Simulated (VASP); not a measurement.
# Be: single point with r2SCAN

The system is Be.

```
CELL_PARAMETERS angstrom
2.26405 0.00000 0.00000
-1.13203 1.96073 0.00000
0.00000 0.00000 3.56321
ATOMIC_POSITIONS crystal
Be 0.33333 0.66667 0.25000
Be 0.66667 0.33333 0.75000
```

- Program: VASP 6.6.1
- Task: single point
- Functional: r2SCAN
- Potentials or basis: VASP PAW PBE potentials, release 64 (Be)
- Cutoff: 520 eV
- k mesh: 24 × 24 × 12
- Occupations: gaussian, width 0.1 eV
- Spin: no spin polarisation

- Pressure: 0.2 GPa
- Band gap on the k mesh: zero (band 2 reaches 8.19 eV, above the bottom of band 3 at 5.98 eV)

Stress tensor (GPa, compression positive):
```
0.16 0.00 0.00
0.00 0.16 0.00
0.00 0.00 0.26
```

Levels at points of the mesh, in eV from the Fermi level:
| k point | band 1 | band 2 | band 3 | band 4 | band 5 | band 6 |
| --- | --- | --- | --- | --- | --- | --- |
| (0.00, 0.00, 0.00) | -12.19 | -4.70 | 1.12 | 17.37 | 17.37 | 20.40 |
| (0.50, 0.00, 0.00) | -5.35 | -3.32 | 3.98 | 6.83 | 7.26 | 10.24 |
| (0.00, 0.00, 0.50) | -9.85 | -9.85 | 11.47 | 11.47 | 19.17 | 19.17 |
| (0.50, 0.00, 0.50) | -3.82 | -3.82 | 1.60 | 1.60 | 13.03 | 13.03 |

It took 86 s on 1 thread of Intel(R) Xeon(R) 6975P-C (Granite Rapids), on a shared host, peak memory 0.16 GiB.

Caveat: the PAW data sets were made with another functional, which shifts forces and pressure a little.
